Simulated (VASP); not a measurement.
Here is a VASP 6.6.1 calculation.

POSCAR

```
Se
1.0
    4.7752863287      0.0000000000      0.0000000000
   -2.3876431643      4.1355192710      0.0000000000
    0.0000000000      0.0000000000      4.8906997087
Se
3
Direct
    0.2041635343      0.0000000000      0.8333333333
    0.0000000000      0.2041635343      0.1666666667
    0.7958364657      0.7958364657      0.5000000000
```

Contents of INCAR.step1:

```
  PREC = Accurate
  ENCUT = 520
  EDIFF = 1E-5
  ISMEAR = 0
  SIGMA = 0.05
  LREAL = F
  LASPH = T
  NELM = 80
  ALGO = Normal
  ISIF = 2
  LWAVE = T
  LCHARG = F
  GGA = PE
  NBANDS = 16
```

Contents of INCAR.step2:

```
  PREC = Accurate
  ENCUT = 520
  EDIFF = 1E-6
  ISMEAR = 0
  SIGMA = 0.05
  LREAL = F
  LASPH = T
  NELM = 80
  ALGO = Normal
  ISIF = 2
  LWAVE = F
  LCHARG = F
  GGA = PE
  LHFCALC = T
  HFSCREEN = 0.2079
  PRECFOCK = Normal
  ISTART = 1
  NBANDS = 16
```

File KPOINTS:

```
regular mesh
0
Gamma
  4 4 4
```

Potentials or basis: VASP PAW PBE potentials, release 64 (Se).

The run is started by

```sh
$ cat potpaw_PBE.64/Se/POTCAR > POTCAR
$ cp INCAR.step1 INCAR
$ mpirun -np 1 vasp_std > vasp.out
$ cp INCAR.step2 INCAR
$ mpirun -np 1 vasp_std > vasp.out
```

Question: Predict the pressure.

Answer: 0.0 GPa.

Question: What does it give for the band gap on the k mesh?

Answer: 2.48 eV, indirect (least direct gap 2.68 eV).

Question: What does it give for the largest force?

Answer: 0.033 eV/Å.

Forces in eV/Å, atoms in the order of the input:
```
Se  -0.033  0.000  0.000
Se   0.017 -0.029  0.000
Se   0.017  0.029  0.000
```

Caveat: the PAW data sets were made with another functional, which shifts forces and pressure a little. A k mesh can miss the band edges.
